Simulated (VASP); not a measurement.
# V (Im-3m) in VASP: notebook

The runs below take V through single point, with LDA, PBE.

Program: VASP 6.6.1. These are calculated values, not measurements. Logs are shortened: lines on timing, memory, paths and dates and some standing lists are left out, and cuts for length are marked.

**1. The cell of the first run**

It takes space group Im-3m (No. 229, cubic). Conventional cell: a = 2.960 Å, b = 2.960 Å, c = 2.960 Å, α = 90.00°, β = 90.00°, γ = 90.00°. Within 3.4 Å of V (site symmetry m-3m) lie 14 V at 2.56 to 2.96 Å.

**2. Single point, LDA**

Input file INCAR:

```
SYSTEM = V
PREC = Accurate ; ENCUT = 500
EDIFF = 1E-6 ; ISMEAR = -1
SIGMA = 0.05 ; LREAL = .False.
LASPH = .True. ; NELM = 120
ALGO = Normal ; ISIF = 2
LWAVE = .False. ; LCHARG = .False.
NBANDS = 12 ; GGA_COMPAT = .False.
```

Input file KPOINTS:

```
regular mesh
0
Gamma
  14 14 14
  0 0 0
```

Input file POSCAR:

```
V
1.0
   -1.4799860000      1.4799860000      1.4799860000
    1.4799860000     -1.4799860000      1.4799860000
    1.4799860000      1.4799860000     -1.4799860000
V
1
Direct
    0.0000000000      0.0000000000      0.0000000000
```

Potentials or basis: VASP PAW LDA potentials, release 64 (V_sv).

The run is started by

```
cat potpaw_LDA.64/V_sv/POTCAR > POTCAR
mpirun -np 1 vasp_std > vasp.out
```

OUTCAR:

```text
SYSTEM = V
   PREC = Accurate
   ENCUT = 500
   EDIFF = 1E-6
   ISMEAR = -1
   LREAL = .False.
   LASPH = .True.
   NELM = 120
   ISIF = 2

 ion  position               nearest neighbor table
   1  0.000  0.000  0.000-

  LATTYP: Found a body centered cubic cell.
 ALAT       =     2.9599720000

  Lattice vectors:

 A1 = (  -1.4799860000,   1.4799860000,   1.4799860000)
 A2 = (   1.4799860000,  -1.4799860000,   1.4799860000)
 A3 = (   1.4799860000,   1.4799860000,  -1.4799860000)

Analysis of symmetry for initial positions (statically):
=====================================================================
 Subroutine PRICEL returns:
 Original cell was already a primitive cell.

 Routine SETGRP: Setting up the symmetry group for a
 body centered cubic supercell.

 Subroutine GETGRP returns: Found 48 space group operations
 (whereof 48 operations were pure point group operations)
 out of a pool of 48 trial point group operations.

The static configuration has the point symmetry O_h .

Analysis of symmetry for dynamics (positions and initial velocities):
=====================================================================
 Subroutine PRICEL returns:
 Original cell was already a primitive cell.

 Routine SETGRP: Setting up the symmetry group for a
 body centered cubic supercell.

 Subroutine GETGRP returns: Found 48 space group operations
 (whereof 48 operations were pure point group operations)
 out of a pool of 48 trial point group operations.

The dynamic configuration has the point symmetry O_h .

 Subroutine INISYM returns: Found 48 space group operations
 (whereof 48 operations are pure point group operations),
 and found     1 'primitive' translations

----------------------------------------------------------------------------------------

                                     Primitive cell

  volume of cell :      12.9668

  direct lattice vectors                    reciprocal lattice vectors
    -1.479986000  1.479986000  1.479986000     0.000000000  0.337841034  0.337841034
     1.479986000 -1.479986000  1.479986000     0.337841034  0.000000000  0.337841034
     1.479986000  1.479986000 -1.479986000     0.337841034  0.337841034  0.000000000

  length of vectors
     2.563410946  2.563410946  2.563410946     0.477779372  0.477779372  0.477779372

  position of ions in fractional coordinates (direct lattice)
     0.000000000  0.000000000  0.000000000

  ion indices of the primitive-cell ions
   primitive index   ion index
                 1           1

----------------------------------------------------------------------------------------

 KPOINTS: regular mesh

Automatic generation of k-mesh.
 Grid dimensions read from file:
 generate k-points for:   14   14   14

 Generating k-lattice:

  Cartesian coordinates                     Fractional coordinates (reciprocal lattice)
     0.000000000  0.024131502  0.024131502     0.071428571  0.000000000  0.000000000
     0.024131502  0.000000000  0.024131502     0.000000000  0.071428571  0.000000000
     0.024131502  0.024131502  0.000000000     0.000000000  0.000000000  0.071428571

  Length of vectors
     0.034127098  0.034127098  0.034127098

  Shift w.r.t. Gamma in fractional coordinates (k-lattice)
     0.000000000  0.000000000  0.000000000

 Subroutine IBZKPT returns following result:
 ===========================================

 Found    104 irreducible k-points:

 Following reciprocal coordinates:
            Coordinates               Weight
  0.000000  0.000000  0.000000      1.000000
  0.071429  0.000000  0.000000     12.000000
  0.142857  0.000000  0.000000     12.000000
  0.214286  0.000000  0.000000     12.000000
  0.285714  0.000000  0.000000     12.000000
  0.357143  0.000000  0.000000     12.000000
[... 16 lines left out ...]
  0.285714  0.285714  0.000000     24.000000
  0.357143  0.285714  0.000000     24.000000
 [... further k-points ...]
   k-points           NKPTS =    104   k-points in BZ     NKDIM =    104   number of bands    NBANDS=     12
   number of dos      NEDOS =    301   number of ions     NIONS =      1
   total plane-waves  NPLWV =   8000
   dimension x,y,z NGX =    20 NGY =   20 NGZ =   20
   dimension x,y,z NGXF=    40 NGYF=   40 NGZF=   40
   ions per type =               1
   NGX,Y,Z   is equivalent  to a cutoff of  12.97, 12.97, 12.97 a.u.
   NGXF,Y,Z  is equivalent  to a cutoff of  25.94, 25.94, 25.94 a.u.
 SYSTEM =  V
   PREC   = accura    normal or accurate (medium, high low for compatibility)
   ISTART =      0    job   : 0-new  1-cont  2-samecut
   ICHARG =      2    charge: 1-file 2-atom 10-const
   ISPIN  =      1    spin polarized calculation?
   LNONCOLLINEAR =      F non collinear calculations
   LSORBIT =      F    spin-orbit coupling
   LASPH  =      T    aspherical Exc in radial PAW
   ENCUT  =  500.0 eV  36.75 Ry    6.06 a.u.   4.67  4.67  4.67*2*pi/ulx,y,z
   NELM   =    120;   NELMIN=  2; NELMDL= -5     # of ELM steps
   EDIFF  = 0.1E-05   stopping-criterion for ELM
   LREAL  =      F    real-space projection
   EDIFFG = 0.1E-04   stopping-criterion for IOM
   NSW    =      0    number of steps for IOM
   IBRION =     -1    ionic relax: 0-MD 1-quasi-New 2-CG
   NFREE  =      0    steps in history (QN), initial steepest desc. (CG)
   ISIF   =      2    stress and relaxation
   ISYM   =      2    0-nonsym 1-usesym 2-fastsym
   POTIM  = 0.5000    time-step for ionic-motion
   TEBEG  =    0.0;   TEEND  =   0.0 temperature during run
   PSTRESS=    0.0 pullay stress
   NELECT =      13.0000    total number of electrons
   NUPDOWN=      -1.0000    fix difference up-down
   EMIN   =  10.00;   EMAX   =-10.00  energy-range for DOS
   EFERMI =   0.00;   METHOD = LEGACY
   ISMEAR =    -1;   SIGMA  =   0.05  broadening in eV -4-tet -1-fermi 0-gaus
   EFERMI_NEDOS =   21; number of points for ismear=-14 and -15
   IALGO  =     38    algorithm
   IMIX   =      4    mixing-type and parameters
     AMIX     =   0.40;   BMIX     =  1.00
     AMIX_MAG =   1.60;   BMIX_MAG =  1.00
  volume/ion in A,a.u.               =      12.97        87.50
  Fermi-wavevector in a.u.,A,eV,Ry     =   1.638495  3.096306 36.527078  2.684665
  Thomas-Fermi vector in A             =   2.729458
   LORBIT       =      0    0 simple, 1 ext, 2 COOP (PROOUT), +10 PAW based schemes
   GGA     = CA    functional components
   LHFCALC =     F    Hartree Fock is set to
   AEXX    =    0.0000 exact exchange contribution
   IVDW    =     0    specifies the selected vdW correction
   LEPSILON=     F    determine dielectric tensor
   LRPA    =     F    only Hartree local field effects (RPA)
 non-spin polarized calculation
  energy-cutoff  :      500.00
  volume of cell :       12.97
 maximum number of plane-waves:       370
   NGX =  9   NGY =  9   NGZ =  9

 number of electron      13.0000001 magnetization

 Free energy of the ion-electron system (eV)
  ---------------------------------------------------
  ext. energy  EPLUGINS =         0.00000000
  ---------------------------------------------------
  free energy    TOTEN  =        -9.95254351 eV

  energy without entropy =       -9.94057715  energy(sigma->0) =       -9.94656033

 E-fermi :   9.9535     XC(G=0): -13.4380

 val. band max:        9.9403191122   @ k =  -0.2143   0.2143   0.2143
 cond. band min:      10.0107336590   @ k =   0.1429   0.0000   0.0000
 fundamental gap:      0.0704145468
 Fermi energy:         9.9534983339

 k-point     1 :       0.0000    0.0000    0.0000
  band No.  band energies     occupation
      1     -52.9621      2.00000
      2     -26.5976      2.00000
      3     -26.5976      2.00000
      4     -26.5976      2.00000
      5       3.3751      2.00000
      6      10.3541      0.00066
      7      10.3541      0.00066
      8      10.3541      0.00066
      9      12.4460      0.00000
     10      12.4460      0.00000
     11      30.8075      0.00000
     12      30.8075      0.00000

 k-point     2 :       0.0714    0.0000    0.0000
  band No.  band energies     occupation
      1     -52.9503      2.00000
      2     -26.6519      2.00000
      3     -26.6140      2.00000
      4     -26.5980      2.00000
      5       3.5888      2.00000
      6      10.2616      0.00420
      7      10.3340      0.00099
      8      10.5097      0.00003
      9      12.3408      0.00000
     10      12.4521      0.00000
     11      30.4839      0.00000
     12      30.7842      0.00000

 k-point     3 :       0.1429    0.0000    0.0000
  band No.  band energies     occupation
      1     -52.9173      2.00000
      2     -26.8024      2.00000
      3     -26.6597      2.00000
      4     -26.5993      2.00000
      5       4.1971      2.00000
      6      10.0107      0.48291
      7      10.2301      0.00789
      8      10.9605      0.00000
      9      12.1431      0.00000
     10      12.4755      0.00000
     11      29.4558      0.00000
     12      30.4720      0.00000
[... 286 lines left out ...]
 k-point    23 :       0.2857    0.2857    0.0000
  band No.  band energies     occupation
      1     -52.6990      2.00000
      2     -27.4324      2.00000
      3     -27.1509      2.00000
      4     -26.7190      2.00000
      5       8.0541      2.00000
      6       8.7266      2.00000
      7       9.4205      1.99995
      8      12.4493      0.00000
      9      12.9451      0.00000
     10      17.1880      0.00000
     11      21.4351      0.00000
     12      22.2243      0.00000

 k-point    24 :       0.3571    0.2857    0.0000
  band No.  band energies     occupation
      1     -52.6915      2.00000
      2     -27.3917      2.00000
      3     -27.2292      2.00000
      4     -26.7243      2.00000
      5       8.1439      2.00000
      6       8.8426      2.00000
      7       9.2694      2.00000
      8      12.5971      0.00000
      9      12.8827      0.00000
     10      18.3960      0.00000
     11      20.1553      0.00000
     12      21.8399      0.00000

 [... further k-points ...]

------------------------ aborting loop because EDIFF is reached ----------------------------------------

  FORCE on cell =-STRESS in cart. coord.  units (eV):
  Direction    XX          YY          ZZ          XY          YZ          ZX
  --------------------------------------------------------------------------------------
  -------------------------------------------------------------------------------------
  Total       -0.5109624     -0.5109624     -0.5109624      0.0000000      0.0000000      0.0000000
  in kB      -63.1344944    -63.1344944    -63.1344944      0.0000000      0.0000000      0.0000000
  external PRESSURE =     -63.1344944 kB  Pullay stress =       0.0000000 kB

 VOLUME and BASIS-vectors are now :
 -----------------------------------------------------------------------------
  energy-cutoff  :      500.00
  volume of cell :       12.97
      direct lattice vectors                 reciprocal lattice vectors
    -1.479986000  1.479986000  1.479986000     0.000000000  0.337841034  0.337841034
     1.479986000 -1.479986000  1.479986000     0.337841034  0.000000000  0.337841034
     1.479986000  1.479986000 -1.479986000     0.337841034  0.337841034  0.000000000

 POSITION                                       TOTAL-FORCE (eV/Angst)
 -----------------------------------------------------------------------------------
      0.00000      0.00000      0.00000        -0.000000     -0.000000      0.000000
 -----------------------------------------------------------------------------------
    total drift:                                0.000000     -0.000000      0.000000

  FREE ENERGIE OF THE ION-ELECTRON SYSTEM (eV)
  ---------------------------------------------------
  free  energy   TOTEN  =        -9.9525435081 eV

  energy  without entropy=       -9.9405771518  energy(sigma->0) =       -9.94656033
```

It took 19 s on 1 thread of Intel Xeon 8259CL, shared host; peak memory 0.13 GiB.

Results:

- Free energy: -9.9525 eV
- Pressure: -6.3 GPa
- Band gap on the k mesh: zero (an odd number of electrons rules out a gap without spin polarisation)

Caveat: the cell stands under tension.

**3. Single point, PBE**

Input file INCAR:

```
ALGO = Normal
EDIFF = 1E-6
ENCUT = 500
GGA = PE
GGA_COMPAT = False
ISIF = 2
ISMEAR = -1
LASPH = True
LCHARG = False
LREAL = False
LWAVE = False
NBANDS = 12
NELM = 120
PREC = Accurate
SIGMA = 0.05
```

Input file KPOINTS:

```
k-points
0
Gamma
  14 14 14
```

POSCAR is that of step 2.

Potentials or basis: VASP PAW PBE potentials, release 64 (V_sv).

The run is started by

```
cat potpaw_PBE.64/V_sv/POTCAR > POTCAR
mpirun -np 1 vasp_std > vasp.out
```

Run time: 21 s. Hardware: 1 thread of Intel Xeon 8259CL, shared host; peak memory 0.13 GiB.

The run converged. Its results:

```
Free energy            : -8.9921 eV
Pressure               : 7.5 GPa
Band gap on the k mesh : zero (an odd number of electrons rules out a gap without spin polarisation)
```

Levels at points of the mesh, in eV from the Fermi level:
| k point | band 3 | band 4 | band 5 | band 6 | band 7 | band 8 | band 9 | band 10 |
| --- | --- | --- | --- | --- | --- | --- | --- | --- |
| (0.00, 0.00, 0.00) | -36.91 | -36.91 | -6.66 | 0.42 | 0.42 | 0.42 | 2.53 | 2.53 |
| (0.50, 0.00, 0.00) | -37.22 | -36.92 | -3.30 | -1.20 | 1.79 | 2.54 | 2.92 | 4.32 |
| (0.50, 0.50, 0.50) | -37.60 | -37.60 | -3.17 | -3.17 | 3.91 | 3.91 | 3.91 | 10.58 |

Caveat: the cell stands under pressure.
